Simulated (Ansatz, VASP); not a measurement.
# Two plane-wave programs on Hg

```
Hg
1.0
     4.49460    0.00000    0.00000
    -2.24730    3.89244    0.00000
     0.00000    0.00000    3.87000
Hg
3
Direct
  0.33333 0.66667 0.50000
  0.00000 0.00000 0.00000
  0.66667 0.33333 0.50000
```

Change from the starting cell: equal xx and yy strain of -1 %, PAW files.

Alike in both runs: task electric field gradients; functional PBEsol; k mesh 8 × 8 × 9; occupations fermi-dirac, width 0.05 eV; no spin polarisation.

|  | VASP | Ansatz |
| --- | --- | --- |
| version | VASP 6.6.1 | Ansatz 0.2.0 |
| potentials or method | VASP PAW PBE potentials, release 64 (Hg_sv_GW) | PAW with Ansatz's default frozen-core files, scalar-relativistic |
| plane-wave cutoff (eV) | 410 | 420 |
| valence electrons in the cell | 60 | 60 |

Ansatz gave:

* size of Vzz on the site where it differs most (V/Å²): 271.2

Q: What did VASP give for the same quantities?

A: Size of Vzz on the site where it differs most (V/Å²): 300.7.

VASP's potentials were made for PBE, not for PBEsol.

Neither program's run includes spin-orbit coupling.
